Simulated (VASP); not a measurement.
# ZnS (F-43m) in VASP: settings compared

ZnS is run at these levels: LDA, PBEsol; tasks: single point.

All numbers are computed with VASP 6.6.1; they aren't measurements. Logs are shortened: lines on timing, memory, paths and dates and some standing lists are left out, and cuts for length are marked.

**What was measured.**

From “Electronic, vibrational, and thermodynamic properties of ZnS (zincblende and rocksalt structure)”, 2009, arxiv:0911.5022, for a bulk crystal of ZnS at 19 K: band gap 3.85 eV (direct).

How close the calculation comes is told below.

### 1 The cell of the first run

It takes space group F-43m (No. 216, cubic). The conventional cell has a = 5.297 Å, b = 5.297 Å, c = 5.297 Å, α = 90.00°, β = 90.00°, γ = 90.00°. Within 3.0 Å of Zn (site symmetry -43m) lie 4 S at 2.29 Å. Within 3.0 Å of S (site symmetry -43m) lie 4 Zn at 2.29 Å.

### 2 Single point, LDA

Input file INCAR:

```
PREC = Accurate
ENCUT = 520
EDIFF = 1E-6
ISMEAR = -1
SIGMA = 0.02
LREAL = F
LASPH = T
NELM = 60
ALGO = Normal
ISIF = 2
LWAVE = F
LCHARG = F
GGA = CA
NBANDS = 16
```

Input file KPOINTS:

```
Automatic mesh
0
Gamma
  8 8 8
```

Input file POSCAR:

```
ZnS
1.0
    0.0000000000      2.6483700357      2.6483700357
    2.6483700357      0.0000000000      2.6483700357
    2.6483700357      2.6483700357      0.0000000000
Zn S
1 1
Direct
    0.2500000000      0.2500000000      0.2500000000
    0.0000000000      0.0000000000      0.0000000000
```

Potentials or basis: VASP PAW LDA potentials, release 64 (Zn, S).

Run with:

```console
cat potpaw_LDA.64/Zn/POTCAR potpaw_LDA.64/S/POTCAR > POTCAR
mpirun -np 1 vasp_std > vasp.out
```

OUTCAR:

```text
PREC = Accurate
   ENCUT = 520
   EDIFF = 1E-6
   ISMEAR = -1
   LREAL = F
   LASPH = T
   NELM = 60
   ISIF = 2
   GGA = CA

 ion  position               nearest neighbor table
   1  0.250  0.250  0.250-   2 2.29   2 2.29   2 2.29   2 2.29
   2  0.000  0.000  0.000-   1 2.29   1 2.29   1 2.29   1 2.29

  LATTYP: Found a face centered cubic cell.
 ALAT       =     5.2967400714

  Lattice vectors:

 A1 = (   0.0000000000,   2.6483700357,   2.6483700357)
 A2 = (   2.6483700357,   0.0000000000,   2.6483700357)
 A3 = (   2.6483700357,   2.6483700357,   0.0000000000)

Analysis of symmetry for initial positions (statically):
=====================================================================
 Subroutine PRICEL returns:
 Original cell was already a primitive cell.

 Routine SETGRP: Setting up the symmetry group for a
 face centered cubic supercell.

 Subroutine GETGRP returns: Found 24 space group operations
 (whereof 24 operations were pure point group operations)
 out of a pool of 48 trial point group operations.

The static configuration has the point symmetry T_d .

Analysis of symmetry for dynamics (positions and initial velocities):
=====================================================================
 Subroutine PRICEL returns:
 Original cell was already a primitive cell.

 Routine SETGRP: Setting up the symmetry group for a
 face centered cubic supercell.

 Subroutine GETGRP returns: Found 24 space group operations
 (whereof 24 operations were pure point group operations)
 out of a pool of 48 trial point group operations.

The dynamic configuration has the point symmetry T_d .

 Subroutine INISYM returns: Found 24 space group operations
 (whereof 24 operations are pure point group operations),
 and found     1 'primitive' translations

----------------------------------------------------------------------------------------

                                     Primitive cell

  volume of cell :      37.1506

  direct lattice vectors                    reciprocal lattice vectors
     0.000000000  2.648370036  2.648370036    -0.188795370  0.188795370  0.188795370
     2.648370036  0.000000000  2.648370036     0.188795370 -0.188795370  0.188795370
     2.648370036  2.648370036  0.000000000     0.188795370  0.188795370 -0.188795370

  length of vectors
     3.745360823  3.745360823  3.745360823     0.327003173  0.327003173  0.327003173

  position of ions in fractional coordinates (direct lattice)
     0.250000000  0.250000000  0.250000000
     0.000000000  0.000000000  0.000000000

  ion indices of the primitive-cell ions
   primitive index   ion index
                 1           1
                 2           2

----------------------------------------------------------------------------------------

 KPOINTS: Automatic mesh

Automatic generation of k-mesh.
 Grid dimensions read from file:
 generate k-points for:    8    8    8

 Generating k-lattice:

  Cartesian coordinates                     Fractional coordinates (reciprocal lattice)
    -0.023599421  0.023599421  0.023599421     0.125000000  0.000000000  0.000000000
     0.023599421 -0.023599421  0.023599421     0.000000000  0.125000000  0.000000000
     0.023599421  0.023599421 -0.023599421     0.000000000  0.000000000  0.125000000

  Length of vectors
     0.040875397  0.040875397  0.040875397

  Shift w.r.t. Gamma in fractional coordinates (k-lattice)
     0.000000000  0.000000000  0.000000000

 Subroutine IBZKPT returns following result:
 ===========================================

 Found     29 irreducible k-points:

 Following reciprocal coordinates:
            Coordinates               Weight
  0.000000  0.000000  0.000000      1.000000
  0.125000  0.000000  0.000000      8.000000
  0.250000  0.000000  0.000000      8.000000
  0.375000  0.000000  0.000000      8.000000
  0.500000  0.000000  0.000000      4.000000
  0.125000  0.125000  0.000000      6.000000
[... 16 lines left out ...]
  0.500000  0.250000  0.125000     48.000000
 -0.375000  0.250000  0.125000     24.000000
 [... further k-points ...]
   k-points           NKPTS =     29   k-points in BZ     NKDIM =     29   number of bands    NBANDS=     16
   number of dos      NEDOS =    301   number of ions     NIONS =      2
   total plane-waves  NPLWV =  21952
   dimension x,y,z NGX =    28 NGY =   28 NGZ =   28
   dimension x,y,z NGXF=    56 NGYF=   56 NGZF=   56
   ions per type =               1   1
   NGX,Y,Z   is equivalent  to a cutoff of  12.43, 12.43, 12.43 a.u.
   NGXF,Y,Z  is equivalent  to a cutoff of  24.86, 24.86, 24.86 a.u.
 SYSTEM =  unknown system
   PREC   = accura    normal or accurate (medium, high low for compatibility)
   ISTART =      0    job   : 0-new  1-cont  2-samecut
   ICHARG =      2    charge: 1-file 2-atom 10-const
   ISPIN  =      1    spin polarized calculation?
   LNONCOLLINEAR =      F non collinear calculations
   LSORBIT =      F    spin-orbit coupling
   LASPH  =      T    aspherical Exc in radial PAW
   ENCUT  =  520.0 eV  38.22 Ry    6.18 a.u.   6.96  6.96  6.96*2*pi/ulx,y,z
   NELM   =     60;   NELMIN=  2; NELMDL= -5     # of ELM steps
   EDIFF  = 0.1E-05   stopping-criterion for ELM
   LREAL  =      F    real-space projection
   EDIFFG = 0.1E-04   stopping-criterion for IOM
   NSW    =      0    number of steps for IOM
   IBRION =     -1    ionic relax: 0-MD 1-quasi-New 2-CG
   NFREE  =      0    steps in history (QN), initial steepest desc. (CG)
   ISIF   =      2    stress and relaxation
   ISYM   =      2    0-nonsym 1-usesym 2-fastsym
   POTIM  = 0.5000    time-step for ionic-motion
   TEBEG  =    0.0;   TEEND  =   0.0 temperature during run
   PSTRESS=    0.0 pullay stress
   NELECT =      18.0000    total number of electrons
   NUPDOWN=      -1.0000    fix difference up-down
   EMIN   =  10.00;   EMAX   =-10.00  energy-range for DOS
   EFERMI =   0.00;   METHOD = LEGACY
   ISMEAR =    -1;   SIGMA  =   0.02  broadening in eV -4-tet -1-fermi 0-gaus
   EFERMI_NEDOS =   21; number of points for ismear=-14 and -15
   IALGO  =     38    algorithm
   IMIX   =      4    mixing-type and parameters
     AMIX     =   0.40;   BMIX     =  1.00
     AMIX_MAG =   1.60;   BMIX_MAG =  1.00
  volume/ion in A,a.u.               =      18.58       125.35
  Fermi-wavevector in a.u.,A,eV,Ry     =   1.285811  2.429830 22.494633  1.653309
  Thomas-Fermi vector in A             =   2.417923
   LORBIT       =      0    0 simple, 1 ext, 2 COOP (PROOUT), +10 PAW based schemes
   GGA     = CA    functional components
   LHFCALC =     F    Hartree Fock is set to
   AEXX    =    0.0000 exact exchange contribution
   IVDW    =     0    specifies the selected vdW correction
   LEPSILON=     F    determine dielectric tensor
   LRPA    =     F    only Hartree local field effects (RPA)
 non-spin polarized calculation
  energy-cutoff  :      520.00
  volume of cell :       37.15
 maximum number of plane-waves:      1012
   NGX = 13   NGY = 13   NGZ = 13

 number of electron      18.0000014 magnetization

 Free energy of the ion-electron system (eV)
  ---------------------------------------------------
  ext. energy  EPLUGINS =         0.00000000
  ---------------------------------------------------
  free energy    TOTEN  =        -8.20751830 eV

  energy without entropy =       -8.20751830  energy(sigma->0) =       -8.20751830

 E-fermi :   2.9457     XC(G=0): -10.3165

 val. band max:        2.5140082510   @ k =   0.0000   0.0000   0.0000
 cond. band min:       4.6742142532   @ k =   0.0000   0.0000   0.0000
 fundamental gap:      2.1602060022
 Fermi energy:         2.9457116247

 k-point     1 :       0.0000    0.0000    0.0000
  band No.  band energies     occupation
      1     -11.0338      2.00000
      2      -4.2429      2.00000
      3      -4.2429      2.00000
      4      -4.2429      2.00000
      5      -3.6897      2.00000
      6      -3.6897      2.00000
[... 8 lines left out ...]
     15      14.3400      0.00000
     16      14.3736      0.00000

 k-point     2 :       0.1250    0.0000    0.0000
  band No.  band energies     occupation
      1     -10.9017      2.00000
      2      -4.2467      2.00000
      3      -4.2195      2.00000
      4      -4.2195      2.00000
      5      -3.6919      2.00000
      6      -3.6919      2.00000
[... 8 lines left out ...]
     15      13.6722      0.00000
     16      15.1560      0.00000

 k-point     3 :       0.2500    0.0000    0.0000
  band No.  band energies     occupation
      1     -10.5537      2.00000
      2      -4.2096      2.00000
      3      -4.1685      2.00000
      4      -4.1685      2.00000
      5      -3.6885      2.00000
      6      -3.6885      2.00000
[... 8 lines left out ...]
     15      13.4542      0.00000
     16      14.5885      0.00000

 k-point     4 :       0.3750    0.0000    0.0000
  band No.  band energies     occupation
      1     -10.1524      2.00000
      2      -4.1289      2.00000
      3      -4.1289      2.00000
      4      -3.9912      2.00000
      5      -3.6689      2.00000
      6      -3.6689      2.00000
[... 8 lines left out ...]
     15      14.6401      0.00000
     16      14.6401      0.00000

 k-point     5 :       0.5000    0.0000    0.0000
  band No.  band energies     occupation
      1      -9.9653      2.00000
      2      -4.1167      2.00000
      3      -4.1167      2.00000
      4      -3.6549      2.00000
      5      -3.6549      2.00000
      6      -3.4699      2.00000
[... 8 lines left out ...]
     15      16.0607      0.00000
     16      16.0607      0.00000

 k-point     6 :       0.1250    0.1250    0.0000
  band No.  band energies     occupation
      1     -10.8576      2.00000
      2      -4.2703      2.00000
      3      -4.1999      2.00000
      4      -4.1999      2.00000
      5      -3.7097      2.00000
      6      -3.6769      2.00000
[... 8 lines left out ...]
     15      14.5470      0.00000
     16      15.7476      0.00000
[... 267 lines left out ...]
 k-point    21 :       0.5000    0.5000    0.0000
  band No.  band energies     occupation
      1      -9.6042      2.00000
      2      -4.3177      2.00000
      3      -3.8599      2.00000
      4      -3.8599      2.00000
      5      -3.6020      2.00000
      6      -3.4434      2.00000
[... 8 lines left out ...]
     15      16.3585      0.00000
     16      17.1997      0.00000

 k-point    22 :       0.3750    0.2500    0.1250
  band No.  band energies     occupation
      1     -10.2792      2.00000
      2      -4.2397      2.00000
      3      -4.0990      2.00000
      4      -4.0701      2.00000
      5      -3.7181      2.00000
      6      -3.6457      2.00000
[... 8 lines left out ...]
     15      15.4073      0.00000
     16      17.7749      0.00000

 k-point    23 :       0.5000    0.2500    0.1250
  band No.  band energies     occupation
      1      -9.9421      2.00000
      2      -4.1324      2.00000
      3      -4.0673      2.00000
      4      -3.9258      2.00000
      5      -3.6717      2.00000
      6      -3.6095      2.00000
[... 8 lines left out ...]
     15      16.4270      0.00000
     16      17.0043      0.00000

 k-point    24 :      -0.3750    0.2500    0.1250
  band No.  band energies     occupation
      1      -9.7895      2.00000
      2      -4.1103      2.00000
      3      -4.0410      2.00000
      4      -3.7635      2.00000
      5      -3.6764      2.00000
      6      -3.3776      2.00000
[... 8 lines left out ...]
     15      16.0527      0.00000
     16      16.9754      0.00000

 [... further k-points ...]
[... 5 lines left out ...]
  --------------------------------------------------------------------------------------
  -------------------------------------------------------------------------------------
  Total        0.0544792      0.0544792      0.0544792      0.0000000      0.0000000     -0.0000000
  in kB        2.3494982      2.3494982      2.3494982      0.0000000      0.0000000     -0.0000000
  external PRESSURE =       2.3494982 kB  Pullay stress =       0.0000000 kB

 VOLUME and BASIS-vectors are now :
 -----------------------------------------------------------------------------
  energy-cutoff  :      520.00
  volume of cell :       37.15
      direct lattice vectors                 reciprocal lattice vectors
     0.000000000  2.648370036  2.648370036    -0.188795370  0.188795370  0.188795370
     2.648370036  0.000000000  2.648370036     0.188795370 -0.188795370  0.188795370
     2.648370036  2.648370036  0.000000000     0.188795370  0.188795370 -0.188795370

 POSITION                                       TOTAL-FORCE (eV/Angst)
 -----------------------------------------------------------------------------------
      1.32419      1.32419      1.32419         0.000000     -0.000000      0.000000
      0.00000      0.00000      0.00000        -0.000000      0.000000     -0.000000
 -----------------------------------------------------------------------------------
    total drift:                               -0.000001     -0.000001     -0.000001

  FREE ENERGIE OF THE ION-ELECTRON SYSTEM (eV)
  ---------------------------------------------------
  free  energy   TOTEN  =        -8.2075182965 eV

  energy  without entropy=       -8.2075182965  energy(sigma->0) =       -8.20751830
```

Wall time 22 s (1 thread of Intel Xeon Platinum 8259CL at 2.50GHz (Skylake/Cascade Lake), shared host); peak memory 0.14 GiB.

Results:

* Free energy: -8.2075 eV
* Pressure: 0.2 GPa
* Band gap on the k mesh: 2.16 eV, direct

### 3 Single point, PBEsol

This run uses another cell than the first one, of 19.21 Å³/atom, 1.034 times its volume.

Input file INCAR:

```
SYSTEM = ZnS
ALGO     = Normal         ! electronic algorithm
EDIFF    = 1E-6           ! SCF threshold, eV
ENCUT    = 520            ! plane-wave cutoff, eV
GGA      = PS             ! functional
ISIF     = 2              ! what is computed and relaxed
ISMEAR   = -1             ! smearing method
LASPH    = .True.         ! aspherical terms in the spheres
LCHARG   = .False.        ! write CHGCAR
LREAL    = .False.        ! projectors in reciprocal space
LWAVE    = .False.        ! write WAVECAR
NBANDS   = 16             ! bands
NELM     = 60             ! most SCF steps
PREC     = Accurate       ! precision mode
SIGMA    = 0.02           ! smearing width, eV
```

Input file KPOINTS:

```
k-points
0
Gamma
  8 8 8
  0 0 0
```

Input file POSCAR:

```
ZnS
1.0
    0.0000000000      2.6783224606      2.6783224606
    2.6783224606      0.0000000000      2.6783224606
    2.6783224606      2.6783224606      0.0000000000
Zn S
1 1
Direct
    0.2500000000      0.2500000000      0.2500000000
    0.0000000000      0.0000000000      0.0000000000
```

Potentials or basis: VASP PAW PBE potentials, release 64 (Zn, S).

Run with:

```console
cat potpaw_PBE.64/Zn/POTCAR potpaw_PBE.64/S/POTCAR > POTCAR
mpirun -np 1 vasp_std > vasp.out
```

Wall time 19 s (1 thread of Intel Xeon Platinum 8259CL at 2.50GHz (Skylake/Cascade Lake), shared host); peak memory 0.16 GiB.

It converged, with:

| Item | Value |
| --- | --- |
| Free energy | -7.5886 eV |
| Pressure | 0.2 GPa |
| Band gap on the k mesh | 2.09 eV, direct |

Levels at points of the mesh, in eV from the valence-band top:
```tsv
k point	band 6	band 7	band 8	band 9	band 10	band 11	band 12	band 13
(0.00, 0.00, 0.00)	-5.95	0.00	0.00	0.00	2.09	6.29	6.29	6.29
(0.50, 0.00, 0.00)	-5.75	-5.54	-0.92	-0.92	3.24	6.82	6.82	8.79
(0.50, 0.50, 0.00)	-5.73	-4.71	-2.35	-2.35	3.18	3.96	11.02	12.06
```

Caveat: the PAW data sets were made with another functional, which shifts forces and pressure a little.

### 4 Comparison with measurements

Step 2. A measured gap of ZnS is 3.85 eV (direct; 19 K; quoted in “Electronic, vibrational, and thermodynamic properties of ZnS (zincblende and rocksalt structure)”, 2009, arxiv:0911.5022); the calculated 2.16 eV misses it by -1.69 eV. The value is that of LDA, without temperature or zero-point motion. Semilocal functionals fall short of measured gaps as a rule.

Step 3. Against the measured gap of ZnS, 3.85 eV (direct; 19 K; quoted in “Electronic, vibrational, and thermodynamic properties of ZnS (zincblende and rocksalt structure)”, 2009, arxiv:0911.5022), the calculated 2.09 eV is off by -1.76 eV. The value is that of PBEsol, without temperature or zero-point motion. Semilocal functionals fall short of measured gaps as a rule.
